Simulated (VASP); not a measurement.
# Y (I4/mmm) in VASP: single point with PBEsol

Aim: the single point of Y with PBEsol.

All numbers are computed with VASP 6.6.1; they aren't measurements. Logs are shortened: lines on timing, memory, paths and dates and some standing lists are left out, and cuts for length are marked.

## Step 1: The cell of the first run

Symmetry: I4/mmm, No. 139, tetragonal system. The conventional cell has a = 3.458 Å, b = 3.458 Å, c = 5.134 Å, α = 90.00°, β = 90.00°, γ = 90.00°. Within 4.5 Å of Y (site symmetry 4/mmm) lie 12 Y at 3.46 to 3.55 Å.

## Step 2: Single point, PBEsol

Input file INCAR:

```
PREC = Accurate ; ENCUT = 520
EDIFF = 1E-6 ; ISMEAR = 0
SIGMA = 0.15 ; LREAL = False
LASPH = True ; NELM = 60
ALGO = Fast ; ISIF = 2
LWAVE = False ; LCHARG = False
GGA = PS ; NBANDS = 12
```

Input file KPOINTS:

```
Automatic mesh
0
Gamma
  18 18 18
```

Input file POSCAR:

```
Y
1.0
    0.0000000000      2.4449123448      2.5671579621
    2.4449123448      0.0000000000      2.5671579621
    2.4449123448      2.4449123448      0.0000000000
Y
1
Direct
    0.0000000000      0.0000000000      0.0000000000
```

Potentials or basis: VASP PAW PBE potentials, release 64 (Y_sv).

Started as:

```sh
> cat potpaw_PBE.64/Y_sv/POTCAR > POTCAR
> mpirun -np 1 vasp_std > vasp.out
```

OUTCAR:

```text
PREC = Accurate
   ENCUT = 520
   EDIFF = 1E-6
   ISMEAR = 0
   LREAL = False
   LASPH = True
   NELM = 60
   ISIF = 2
   GGA = PS

 ion  position               nearest neighbor table
   1  0.000  0.000  0.000-

  LATTYP: Found a body centered tetragonal cell.
 ALAT       =     3.4576281968
 C/A-ratio  =     1.4849242405

  Lattice vectors:

 A1 = (  -2.4449123448,   0.0000000000,   2.5671579621)
 A2 = (   2.4449123448,   0.0000000000,   2.5671579621)
 A3 = (   0.0000000000,   2.4449123448,  -2.5671579621)

Analysis of symmetry for initial positions (statically):
=====================================================================
 Subroutine PRICEL returns:
 Original cell was already a primitive cell.

 Routine SETGRP: Setting up the symmetry group for a
 body centered tetragonal supercell.

 Subroutine GETGRP returns: Found 16 space group operations
 (whereof 16 operations were pure point group operations)
 out of a pool of 16 trial point group operations.

The static configuration has the point symmetry D_4h.

Analysis of symmetry for dynamics (positions and initial velocities):
=====================================================================
 Subroutine PRICEL returns:
 Original cell was already a primitive cell.

 Routine SETGRP: Setting up the symmetry group for a
 body centered tetragonal supercell.

 Subroutine GETGRP returns: Found 16 space group operations
 (whereof 16 operations were pure point group operations)
 out of a pool of 16 trial point group operations.

The dynamic configuration has the point symmetry D_4h.

 Subroutine INISYM returns: Found 16 space group operations
 (whereof 16 operations are pure point group operations),
 and found     1 'primitive' translations

----------------------------------------------------------------------------------------

                                     Primitive cell

  volume of cell :      30.6909

  direct lattice vectors                    reciprocal lattice vectors
     0.000000000  2.444912345  2.567157962    -0.204506309  0.204506309  0.194767914
     2.444912345  0.000000000  2.567157962     0.204506309 -0.204506309  0.194767914
     2.444912345  2.444912345  0.000000000     0.204506309  0.204506309 -0.194767914

  length of vectors
     3.545122900  3.545122900  3.457628197     0.348683526  0.348683526  0.348683526

  position of ions in fractional coordinates (direct lattice)
     0.000000000  0.000000000  0.000000000

  ion indices of the primitive-cell ions
   primitive index   ion index
                 1           1

----------------------------------------------------------------------------------------

 KPOINTS: Automatic mesh

Automatic generation of k-mesh.
 Grid dimensions read from file:
 generate k-points for:   18   18   18

 Generating k-lattice:

  Cartesian coordinates                     Fractional coordinates (reciprocal lattice)
    -0.011361462  0.011361462  0.010820440     0.055555556  0.000000000  0.000000000
     0.011361462 -0.011361462  0.010820440     0.000000000  0.055555556  0.000000000
     0.011361462  0.011361462 -0.010820440     0.000000000  0.000000000  0.055555556

  Length of vectors
     0.019371307  0.019371307  0.019371307

  Shift w.r.t. Gamma in fractional coordinates (k-lattice)
     0.000000000  0.000000000  0.000000000

 Subroutine IBZKPT returns following result:
 ===========================================

 Found    480 irreducible k-points:

 Following reciprocal coordinates:
            Coordinates               Weight
  0.000000  0.000000  0.000000      1.000000
  0.055556  0.000000  0.000000      8.000000
  0.111111  0.000000  0.000000      8.000000
  0.166667  0.000000  0.000000      8.000000
  0.222222  0.000000  0.000000      8.000000
  0.277778  0.000000  0.000000      8.000000
[... 16 lines left out ...]
 -0.277778  0.055556  0.000000      8.000000
 -0.222222  0.055556  0.000000      8.000000
 [... further k-points ...]
   k-points           NKPTS =    480   k-points in BZ     NKDIM =    480   number of bands    NBANDS=     12
   number of dos      NEDOS =    301   number of ions     NIONS =      1
   total plane-waves  NPLWV =  21952
   dimension x,y,z NGX =    28 NGY =   28 NGZ =   28
   dimension x,y,z NGXF=    56 NGYF=   56 NGZF=   56
   ions per type =               1
   NGX,Y,Z   is equivalent  to a cutoff of  13.13, 13.13, 13.46 a.u.
   NGXF,Y,Z  is equivalent  to a cutoff of  26.26, 26.26, 26.93 a.u.
 SYSTEM =  unknown system
   PREC   = accura    normal or accurate (medium, high low for compatibility)
   ISTART =      0    job   : 0-new  1-cont  2-samecut
   ICHARG =      2    charge: 1-file 2-atom 10-const
   ISPIN  =      1    spin polarized calculation?
   LNONCOLLINEAR =      F non collinear calculations
   LSORBIT =      F    spin-orbit coupling
   LASPH  =      T    aspherical Exc in radial PAW
   ENCUT  =  520.0 eV  38.22 Ry    6.18 a.u.   6.59  6.59  6.43*2*pi/ulx,y,z
   NELM   =     60;   NELMIN=  2; NELMDL= -5     # of ELM steps
   EDIFF  = 0.1E-05   stopping-criterion for ELM
   LREAL  =      F    real-space projection
   EDIFFG = 0.1E-04   stopping-criterion for IOM
   NSW    =      0    number of steps for IOM
   IBRION =     -1    ionic relax: 0-MD 1-quasi-New 2-CG
   NFREE  =      0    steps in history (QN), initial steepest desc. (CG)
   ISIF   =      2    stress and relaxation
   ISYM   =      2    0-nonsym 1-usesym 2-fastsym
   POTIM  = 0.5000    time-step for ionic-motion
   TEBEG  =    0.0;   TEEND  =   0.0 temperature during run
   PSTRESS=    0.0 pullay stress
   NELECT =      11.0000    total number of electrons
   NUPDOWN=      -1.0000    fix difference up-down
   EMIN   =  10.00;   EMAX   =-10.00  energy-range for DOS
   EFERMI =   0.00;   METHOD = LEGACY
   ISMEAR =     0;   SIGMA  =   0.15  broadening in eV -4-tet -1-fermi 0-gaus
   EFERMI_NEDOS =   21; number of points for ismear=-14 and -15
   IALGO  =     68    algorithm
   IMIX   =      4    mixing-type and parameters
     AMIX     =   0.40;   BMIX     =  1.00
     AMIX_MAG =   1.60;   BMIX_MAG =  1.00
  volume/ion in A,a.u.               =      30.69       207.11
  Fermi-wavevector in a.u.,A,eV,Ry     =   1.162883  2.197530 18.399114  1.352297
  Thomas-Fermi vector in A             =   2.299439
   LORBIT       =      0    0 simple, 1 ext, 2 COOP (PROOUT), +10 PAW based schemes
   GGA     = PS    functional components
   LHFCALC =     F    Hartree Fock is set to
   AEXX    =    0.0000 exact exchange contribution
   IVDW    =     0    specifies the selected vdW correction
   LEPSILON=     F    determine dielectric tensor
   LRPA    =     F    only Hartree local field effects (RPA)
 non-spin polarized calculation
 RMM-DIIS sequential band-by-band and
 Gauss-broadening in eV      SIGMA  =   0.15
  energy-cutoff  :      520.00
  volume of cell :       30.69
 maximum number of plane-waves:       845
   NGX = 13   NGY = 13   NGZ = 13

 number of electron      11.0000000 magnetization

 Free energy of the ion-electron system (eV)
  ---------------------------------------------------
  ext. energy  EPLUGINS =         0.00000000
  ---------------------------------------------------
  free energy    TOTEN  =        -6.80540506 eV

  energy without entropy =       -6.78929602  energy(sigma->0) =       -6.79735054

 E-fermi :   3.2687     XC(G=0):  -9.7997

 val. band max:        3.2683391710   @ k =   0.5000   0.3333   0.1667
 cond. band min:       3.2711466693   @ k =  -0.4444   0.2778   0.1667
 fundamental gap:      0.0028074983
 Fermi energy:         3.2686832937

 k-point     1 :       0.0000    0.0000    0.0000
  band No.  band energies     occupation
      1     -39.1828      2.00000
      2     -18.8534      2.00000
      3     -18.8477      2.00000
      4     -18.8477      2.00000
      5      -1.5889      2.00000
      6       4.8312      0.00000
      7       5.2618      0.00000
      8       5.2618      0.00000
      9       6.9268      0.00000
     10       7.5705      0.00000
     11      12.4475      0.00000
     12      15.2246      0.00000

 k-point     2 :       0.0556    0.0000    0.0000
  band No.  band energies     occupation
      1     -39.1803      2.00000
      2     -18.8722      2.00000
      3     -18.8549      2.00000
      4     -18.8498      2.00000
      5      -1.5058      2.00000
      6       4.8267      0.00000
      7       5.2079      0.00000
      8       5.3025      0.00000
      9       6.8901      0.00000
     10       7.5138      0.00000
     11      12.6420      0.00000
     12      15.1945      0.00000

 k-point     3 :       0.1111    0.0000    0.0000
  band No.  band energies     occupation
      1     -39.1729      2.00000
      2     -18.9361      2.00000
      3     -18.8650      2.00000
      4     -18.8557      2.00000
      5      -1.2634      2.00000
      6       4.7105      0.00000
      7       5.1669      0.00000
      8       5.4117      0.00000
      9       6.8159      0.00000
     10       7.3755      0.00000
     11      13.1511      0.00000
     12      14.6935      0.00000
[... 286 lines left out ...]
 k-point    23 :      -0.2778    0.0556    0.0000
  band No.  band energies     occupation
      1     -39.1257      2.00000
      2     -19.3184      2.00000
      3     -18.9440      2.00000
      4     -18.8842      2.00000
      5       0.3739      2.00000
      6       3.7966      0.00000
      7       4.9948      0.00000
      8       5.5659      0.00000
      9       7.2631      0.00000
     10       7.8711      0.00000
     11      12.2955      0.00000
     12      14.9987      0.00000

 k-point    24 :      -0.2222    0.0556    0.0000
  band No.  band energies     occupation
      1     -39.1402      2.00000
      2     -19.2033      2.00000
      3     -18.9238      2.00000
      4     -18.8721      2.00000
      5      -0.1447      2.00000
      6       3.9908      0.00000
      7       5.1260      0.00000
      8       5.6728      0.00000
      9       6.9621      0.00000
     10       7.4227      0.00000
     11      12.8231      0.00000
     12      15.1845      0.00000

 [... further k-points ...]

------------------------ aborting loop because EDIFF is reached ----------------------------------------

  FORCE on cell =-STRESS in cart. coord.  units (eV):
  Direction    XX          YY          ZZ          XY          YZ          ZX
  --------------------------------------------------------------------------------------
  -------------------------------------------------------------------------------------
  Total        0.1091453      0.1091453     -0.1958680      0.0000000     -0.0000000      0.0000000
  in kB        5.6977902      5.6977902    -10.2250392      0.0000000     -0.0000000      0.0000000
  external PRESSURE =       0.3901804 kB  Pullay stress =       0.0000000 kB

 VOLUME and BASIS-vectors are now :
 -----------------------------------------------------------------------------
  energy-cutoff  :      520.00
  volume of cell :       30.69
      direct lattice vectors                 reciprocal lattice vectors
     0.000000000  2.444912345  2.567157962    -0.204506309  0.204506309  0.194767914
     2.444912345  0.000000000  2.567157962     0.204506309 -0.204506309  0.194767914
     2.444912345  2.444912345  0.000000000     0.204506309  0.204506309 -0.194767914

 POSITION                                       TOTAL-FORCE (eV/Angst)
 -----------------------------------------------------------------------------------
      0.00000      0.00000      0.00000        -0.000000      0.000000      0.000000
 -----------------------------------------------------------------------------------
    total drift:                               -0.000000     -0.000000     -0.000000

  FREE ENERGIE OF THE ION-ELECTRON SYSTEM (eV)
  ---------------------------------------------------
  free  energy   TOTEN  =        -6.8054050600 eV

  energy  without entropy=       -6.7892960181  energy(sigma->0) =       -6.79735054
```

It took 3.3 min on 1 thread of Intel Xeon Platinum 8375C at 2.90GHz (Ice Lake), shared host; peak memory 0.33 GiB.

What came out:

```yaml
Free_energy: -6.8054 eV
Pressure: 0.0 GPa
```

Stress tensor (GPa, compression positive):
```
 0.57  0.00  0.00
 0.00  0.57  0.00
 0.00  0.00 -1.02
```

Caveat: the PAW data sets were made with another functional, which shifts forces and pressure a little.
